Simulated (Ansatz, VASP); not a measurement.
**One calculation of AlNi, two programs**

File INCAR:

```
ALGO = Normal
EDIFF = 1E-6
ENCUT = 600
GGA = PS
GGA_COMPAT = False
ISIF = 2
ISMEAR = 0
LASPH = True
LCHARG = False
LREAL = False
LWAVE = False
NBANDS = 14
NELM = 120
PREC = Accurate
SIGMA = 0.15
```

KPOINTS

```
k-points
0
Gamma
  20 20 20
```

The input POSCAR:

```
AlNi
1.0
    3.0052738296      0.0000000000      0.0000000000
    0.0000000000      3.0052738296      0.0000000000
    0.0000000000      0.0000000000      3.0052738296
Al Ni
1 1
Direct
    0.0000000000      0.0000000000      0.0000000000
    0.5000000000      0.5000000000      0.5000000000
```

Input for Ansatz:

```yaml
crystal:
  lattice:
    - [3.0052738296, 0.0, 0.0]
    - [0.0, 3.0052738296, 0.0]
    - [0.0, 0.0, 3.0052738296]
  atoms:
    - { symbol: Al, position: [0.0, 0.0, 0.0] }
    - { symbol: Ni, position: [0.5, 0.5, 0.5] }
basis:
  ecutwfc: 420
kpoints:
  mp_grid: { grid: [20, 20, 20] }
hamiltonian:
  xc: pbesol
scf:
  occupations: { method: gaussian, width: 0.15 }
output:
  forces: true
  stress: true
  eigenvalues: true
```

Change from the starting cell: strain +0.050 along x and y, +0.050 along z, atoms carried along.

Alike in both runs: task single point; functional PBEsol; k mesh 20 × 20 × 20; occupations gaussian, width 0.15 eV; no spin polarisation.

|  | VASP | Ansatz |
| --- | --- | --- |
| version | VASP 6.6.1 | Ansatz 0.2.0 |
| potentials or method | VASP PAW PBE potentials, release 64 (Al, Ni), cutoff 600 eV | scalar-relativistic, plane waves, PAW |
| valence electrons in the cell | 13 | 21 |

|  | VASP | Ansatz | Ansatz less VASP |
| --- | --- | --- | --- |
| gap on the k mesh at the Fermi level (eV) | none | none | - |
| pressure (GPa) | -18.3 | -18.4 | -0.15 |

VASP's potentials were made for PBE, not for PBEsol. A gap of «none» marks a metal or a gap that the smearing closes. VASP's potentials hold 13 valence electrons a cell and Ansatz's 21, so a difference there can come from the potentials and not from the codes.
